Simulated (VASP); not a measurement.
Ba, 1 atom in the cell. Symmetry: Fm-3m, No. 225, cubic system. The conventional cell has a = 6.444 Å, b = 6.444 Å, c = 6.444 Å, α = 90.00°, β = 90.00°, γ = 90.00°. 

| Quantity | Value |
| --- | --- |
| Program | VASP 6.6.1 |
| Task | single point |
| Functional | r2SCAN |
| Potentials or basis | VASP PAW PBE potentials, release 64 (Ba_sv) |
| Cutoff | 520 eV |
| k mesh | 12 × 12 × 12 |
| Occupations | gaussian, width 0.1 eV |
| Spin | no spin polarisation |
| Dipole correction | no |
| Further INCAR settings | ALGO = Normal; EDIFF = 1e-06; NBANDS = 11 |

Potentials or basis: VASP PAW PBE potentials, release 64 (Ba_sv).

Command:

```bash
$ cat potpaw_PBE.64/Ba_sv/POTCAR > POTCAR
$ cp INCAR.step1 INCAR
$ mpirun -np 1 vasp_std > vasp.out
$ cp INCAR.step2 INCAR
$ mpirun -np 1 vasp_std > vasp.out
```

Hardware: 1 thread of Intel(R) Xeon(R) Platinum 8488C (Sapphire Rapids), with other jobs on the host.

Task: Estimate the wall time of this run.

Result: Run time: 2.3 min on 1 thread of Intel(R) Xeon(R) Platinum 8488C (Sapphire Rapids), with other jobs on the host, peak memory 0.24 GiB. Counts: k points 72.
